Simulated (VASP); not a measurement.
# AlCo (WC type) (P-6m2) in VASP: single point with PBE

Aim: the single point of AlCo (WC type) with PBE.

Program: VASP 6.6.1. These are calculated values, not measurements. Logs are shortened: lines on timing, memory, paths and dates and some standing lists are left out, and cuts for length are marked.

## 1. The cell of the first run

It takes space group P-6m2 (No. 187, hexagonal). Conventional cell: a = 2.729 Å, b = 2.729 Å, c = 3.788 Å, α = 90.00°, β = 90.00°, γ = 120.00°. Co (site symmetry -6m2) has 6 Al at 2.46 Å and 6 Co at 2.73 Å within 3.3 Å. Al (site symmetry -6m2) has 6 Co at 2.46 Å and 6 Al at 2.73 Å within 3.3 Å.

## 2. Single point, PBE

Contents of INCAR:

```
  ALGO = Normal
  EDIFF = 1E-6
  ENCUT = 690
  GGA = PE
  GGA_COMPAT = F
  ISIF = 2
  ISMEAR = -1
  LASPH = T
  LCHARG = F
  LREAL = F
  LWAVE = F
  NBANDS = 17
  NELM = 120
  PREC = Accurate
  SIGMA = 0.1
```

Contents of KPOINTS:

```
k-points
0
Gamma
  14 14 12
```

Contents of POSCAR:

```
AlCo
1.0
    2.7289884087      0.0000000000      0.0000000000
   -1.3644942044      2.3633732886      0.0000000000
    0.0000000000      0.0000000000      3.7883646673
Co Al
1 1
Direct
    0.0000000000      0.0000000000      0.0000000000
    0.3333333333      0.6666666667      0.5000000000
```

Potentials or basis: VASP PAW PBE potentials, release 64 (Co_sv, Al).

Started as:

```console
$ cat potpaw_PBE.64/Co_sv/POTCAR potpaw_PBE.64/Al/POTCAR > POTCAR
$ mpirun -np 1 vasp_std > vasp.out
```

OUTCAR:

```text
EDIFF = 1E-6
   ENCUT = 690
   GGA = PE
   ISIF = 2
   ISMEAR = -1
   LASPH = T
   LREAL = F
   NELM = 120
   PREC = Accurate

 ion  position               nearest neighbor table
   1  0.000  0.000  0.000-   2 2.46   2 2.46   2 2.46   2 2.46   2 2.46   2 2.46
   2  0.333  0.667  0.500-   1 2.46   1 2.46   1 2.46   1 2.46   1 2.46   1 2.46

  LATTYP: Found a hexagonal cell.
 ALAT       =     2.7289884087
 C/A-ratio  =     1.3881937553

  Lattice vectors:

 A1 = (   2.7289884087,   0.0000000000,   0.0000000000)
 A2 = (  -1.3644942044,   2.3633732886,   0.0000000000)
 A3 = (   0.0000000000,   0.0000000000,   3.7883646673)

Analysis of symmetry for initial positions (statically):
=====================================================================
 Subroutine PRICEL returns:
 Original cell was already a primitive cell.

 Routine SETGRP: Setting up the symmetry group for a
 hexagonal supercell.

 Subroutine GETGRP returns: Found 12 space group operations
 (whereof 12 operations were pure point group operations)
 out of a pool of 24 trial point group operations.

The static configuration has the point symmetry D_3h.

Analysis of symmetry for dynamics (positions and initial velocities):
=====================================================================
 Subroutine PRICEL returns:
 Original cell was already a primitive cell.

 Routine SETGRP: Setting up the symmetry group for a
 hexagonal supercell.

 Subroutine GETGRP returns: Found 12 space group operations
 (whereof 12 operations were pure point group operations)
 out of a pool of 24 trial point group operations.

The dynamic configuration has the point symmetry D_3h.

 Subroutine INISYM returns: Found 12 space group operations
 (whereof 12 operations are pure point group operations),
 and found     1 'primitive' translations

----------------------------------------------------------------------------------------

                                     Primitive cell

  volume of cell :      24.4335

  direct lattice vectors                    reciprocal lattice vectors
     2.728988409  0.000000000  0.000000000     0.366436148  0.211562009  0.000000000
    -1.364494204  2.363373289  0.000000000     0.000000000  0.423124017  0.000000000
     0.000000000  0.000000000  3.788364667     0.000000000  0.000000000  0.263966140

  length of vectors
     2.728988409  2.728988409  3.788364667     0.423124017  0.423124017  0.263966140

  position of ions in fractional coordinates (direct lattice)
     0.000000000  0.000000000  0.000000000
     0.333333333  0.666666667  0.500000000

  ion indices of the primitive-cell ions
   primitive index   ion index
                 1           1
                 2           2

----------------------------------------------------------------------------------------

 KPOINTS: k-points

Automatic generation of k-mesh.
 Grid dimensions read from file:
 generate k-points for:   14   14   12

 Generating k-lattice:

  Cartesian coordinates                     Fractional coordinates (reciprocal lattice)
     0.026174011  0.015111572  0.000000000     0.071428571  0.000000000  0.000000000
     0.000000000  0.030223144  0.000000000     0.000000000  0.071428571  0.000000000
     0.000000000  0.000000000  0.021997178     0.000000000  0.000000000  0.083333333

  Length of vectors
     0.030223144  0.030223144  0.021997178

  Shift w.r.t. Gamma in fractional coordinates (k-lattice)
     0.000000000  0.000000000  0.000000000

 Subroutine IBZKPT returns following result:
 ===========================================

 Found    168 irreducible k-points:

 Following reciprocal coordinates:
            Coordinates               Weight
  0.000000  0.000000  0.000000      1.000000
  0.071429  0.000000  0.000000      6.000000
  0.142857  0.000000  0.000000      6.000000
  0.214286  0.000000  0.000000      6.000000
  0.285714 -0.000000  0.000000      6.000000
  0.357143  0.000000  0.000000      6.000000
[... 16 lines left out ...]
  0.285714  0.285714  0.000000      6.000000
  0.357143  0.285714  0.000000      6.000000
 [... further k-points ...]
   k-points           NKPTS =    168   k-points in BZ     NKDIM =    168   number of bands    NBANDS=     17
   number of dos      NEDOS =    301   number of ions     NIONS =      2
   total plane-waves  NPLWV =  18432
   dimension x,y,z NGX =    24 NGY =   24 NGZ =   32
   dimension x,y,z NGXF=    48 NGYF=   48 NGZF=   64
   ions per type =               1   1
   NGX,Y,Z   is equivalent  to a cutoff of  14.62, 14.62, 14.04 a.u.
   NGXF,Y,Z  is equivalent  to a cutoff of  29.24, 29.24, 28.09 a.u.
 SYSTEM =  unknown system
   PREC   = accura    normal or accurate (medium, high low for compatibility)
   ISTART =      0    job   : 0-new  1-cont  2-samecut
   ICHARG =      2    charge: 1-file 2-atom 10-const
   ISPIN  =      1    spin polarized calculation?
   LNONCOLLINEAR =      F non collinear calculations
   LSORBIT =      F    spin-orbit coupling
   LASPH  =      T    aspherical Exc in radial PAW
   ENCUT  =  690.0 eV  50.71 Ry    7.12 a.u.   5.84  5.84  8.11*2*pi/ulx,y,z
   NELM   =    120;   NELMIN=  2; NELMDL= -5     # of ELM steps
   EDIFF  = 0.1E-05   stopping-criterion for ELM
   LREAL  =      F    real-space projection
   EDIFFG = 0.1E-04   stopping-criterion for IOM
   NSW    =      0    number of steps for IOM
   IBRION =     -1    ionic relax: 0-MD 1-quasi-New 2-CG
   NFREE  =      0    steps in history (QN), initial steepest desc. (CG)
   ISIF   =      2    stress and relaxation
   ISYM   =      2    0-nonsym 1-usesym 2-fastsym
   POTIM  = 0.5000    time-step for ionic-motion
   TEBEG  =    0.0;   TEEND  =   0.0 temperature during run
   PSTRESS=    0.0 pullay stress
   NELECT =      20.0000    total number of electrons
   NUPDOWN=      -1.0000    fix difference up-down
   EMIN   =  10.00;   EMAX   =-10.00  energy-range for DOS
   EFERMI =   0.00;   METHOD = LEGACY
   ISMEAR =    -1;   SIGMA  =   0.10  broadening in eV -4-tet -1-fermi 0-gaus
   EFERMI_NEDOS =   21; number of points for ismear=-14 and -15
   IALGO  =     38    algorithm
   IMIX   =      4    mixing-type and parameters
     AMIX     =   0.40;   BMIX     =  1.00
     AMIX_MAG =   1.60;   BMIX_MAG =  1.00
  volume/ion in A,a.u.               =      12.22        82.44
  Fermi-wavevector in a.u.,A,eV,Ry     =   1.531403  2.893933 31.908328  2.345196
  Thomas-Fermi vector in A             =   2.638753
   LORBIT       =      0    0 simple, 1 ext, 2 COOP (PROOUT), +10 PAW based schemes
   GGA     = PE    functional components
   LHFCALC =     F    Hartree Fock is set to
   AEXX    =    0.0000 exact exchange contribution
   IVDW    =     0    specifies the selected vdW correction
   LEPSILON=     F    determine dielectric tensor
   LRPA    =     F    only Hartree local field effects (RPA)
 non-spin polarized calculation
  energy-cutoff  :      690.00
  volume of cell :       24.43
 maximum number of plane-waves:      1018
 NGX is ok and might be reduce to    24
   NGX = 11   NGY = 11   NGZ = 17

 number of electron      20.0000001 magnetization

 Free energy of the ion-electron system (eV)
  ---------------------------------------------------
  ext. energy  EPLUGINS =         0.00000000
  ---------------------------------------------------
  free energy    TOTEN  =       -11.53115214 eV

  energy without entropy =      -11.46793439  energy(sigma->0) =      -11.49954326

 E-fermi :  10.4550     XC(G=0): -12.2182

 val. band max:       10.4453517356   @ k =   0.3571   0.0714   0.2500
 cond. band min:      10.4562718056   @ k =   0.2857   0.1429   0.2500
 fundamental gap:      0.0109200700
 Fermi energy:        10.4550016659

 k-point     1 :       0.0000    0.0000    0.0000
  band No.  band energies     occupation
      1     -84.1088      2.00000
      2     -47.3934      2.00000
      3     -47.3934      2.00000
      4     -47.3262      2.00000
      5      -0.2533      2.00000
      6       7.2603      2.00000
[... 9 lines left out ...]
     16      25.4526      0.00000
     17      26.9009      0.00000

 k-point     2 :       0.0714    0.0000    0.0000
  band No.  band energies     occupation
      1     -84.1083      2.00000
      2     -47.3979      2.00000
      3     -47.3945      2.00000
      4     -47.3257      2.00000
      5      -0.1159      2.00000
      6       7.3407      2.00000
[... 9 lines left out ...]
     16      26.4762      0.00000
     17      28.2605      0.00000

 k-point     3 :       0.1429    0.0000    0.0000
  band No.  band energies     occupation
      1     -84.1068      2.00000
      2     -47.4109      2.00000
      3     -47.3977      2.00000
      4     -47.3242      2.00000
      5       0.2933      2.00000
      6       7.5571      2.00000
[... 9 lines left out ...]
     16      27.5994      0.00000
     17      28.2443      0.00000

 k-point     4 :       0.2143    0.0000    0.0000
  band No.  band energies     occupation
      1     -84.1047      2.00000
      2     -47.4298      2.00000
      3     -47.4025      2.00000
      4     -47.3219      2.00000
      5       0.9647      2.00000
      6       7.8205      2.00000
[... 9 lines left out ...]
     16      25.3701      0.00000
     17      29.1850      0.00000
[... 343 lines left out ...]
      1     -84.0974      2.00000
      2     -47.4739      2.00000
      3     -47.4384      2.00000
      4     -47.3136      2.00000
      5       5.6416      2.00000
      6       7.0958      2.00000
[... 9 lines left out ...]
     16      21.9267      0.00000
     17      22.6671      0.00000

 k-point    23 :       0.2857    0.2857    0.0000
  band No.  band energies     occupation
      1     -84.0973      2.00000
      2     -47.4687      2.00000
      3     -47.4449      2.00000
      4     -47.3135      2.00000
      5       5.6002      2.00000
      6       7.5108      2.00000
[... 9 lines left out ...]
     16      21.5938      0.00000
     17      22.5645      0.00000

 k-point    24 :       0.3571    0.2857    0.0000
  band No.  band energies     occupation
      1     -84.0970      2.00000
      2     -47.4654      2.00000
      3     -47.4515      2.00000
      4     -47.3131      2.00000
      5       6.4977      2.00000
      6       7.0657      2.00000
[... 9 lines left out ...]
     16      21.2198      0.00000
     17      21.6807      0.00000

 [... further k-points ...]

------------------------ aborting loop because EDIFF is reached ----------------------------------------

  FORCE on cell =-STRESS in cart. coord.  units (eV):
  Direction    XX          YY          ZZ          XY          YZ          ZX
  --------------------------------------------------------------------------------------
  -------------------------------------------------------------------------------------
  Total       -0.0717189     -0.0717189     -0.0728390      0.0000000     -0.0000000     -0.0000000
  in kB       -4.7028182     -4.7028182     -4.7762714      0.0000000     -0.0000000     -0.0000000
  external PRESSURE =      -4.7273026 kB  Pullay stress =       0.0000000 kB

 VOLUME and BASIS-vectors are now :
 -----------------------------------------------------------------------------
  energy-cutoff  :      690.00
  volume of cell :       24.43
      direct lattice vectors                 reciprocal lattice vectors
     2.728988409  0.000000000  0.000000000     0.366436148  0.211562009  0.000000000
    -1.364494204  2.363373289  0.000000000     0.000000000  0.423124017  0.000000000
     0.000000000  0.000000000  3.788364667     0.000000000  0.000000000  0.263966140

 POSITION                                       TOTAL-FORCE (eV/Angst)
 -----------------------------------------------------------------------------------
      0.00000      0.00000      0.00000        -0.000000      0.000000      0.000000
     -0.00000      1.57558      1.89418         0.000000      0.000000      0.000000
 -----------------------------------------------------------------------------------
    total drift:                                0.000000     -0.000000      0.000000

  FREE ENERGIE OF THE ION-ELECTRON SYSTEM (eV)
  ---------------------------------------------------
  free  energy   TOTEN  =       -11.5311521420 eV

  energy  without entropy=      -11.4679343853  energy(sigma->0) =      -11.49954326
```

Wall time 57 s (1 thread of Intel Xeon Platinum 8259CL at 2.50GHz (Skylake/Cascade Lake), shared host); peak memory 0.23 GiB.

Results:

* Free energy: -11.5312 eV
* Pressure: -0.5 GPa
* Band gap on the k mesh: zero (bands 10 and 11 overlap by 1.56 eV)

Levels at points of the mesh, in eV from the Fermi level:
| k point | band 7 | band 8 | band 9 | band 10 | band 11 | band 12 | band 13 | band 14 |
| --- | --- | --- | --- | --- | --- | --- | --- | --- |
| (0.00, 0.00, 0.00) | -1.31 | -1.31 | -1.09 | -0.52 | -0.52 | 3.91 | 13.17 | 13.17 |
| (0.50, 0.00, 0.00) | -2.70 | -2.50 | -0.88 | 0.12 | 1.33 | 5.11 | 6.64 | 7.91 |
| (0.00, 0.00, 0.50) | -1.63 | -1.30 | -1.30 | -0.63 | -0.63 | 10.72 | 14.48 | 14.48 |
| (0.50, 0.00, 0.50) | -2.90 | -1.12 | -1.05 | -0.75 | 0.12 | 2.30 | 3.44 | 10.31 |

Caveat: the run has no spin polarisation, though such a crystal can be magnetic. Spin polarisation is off, so any magnetic state and its effect on volume and gap are missing.
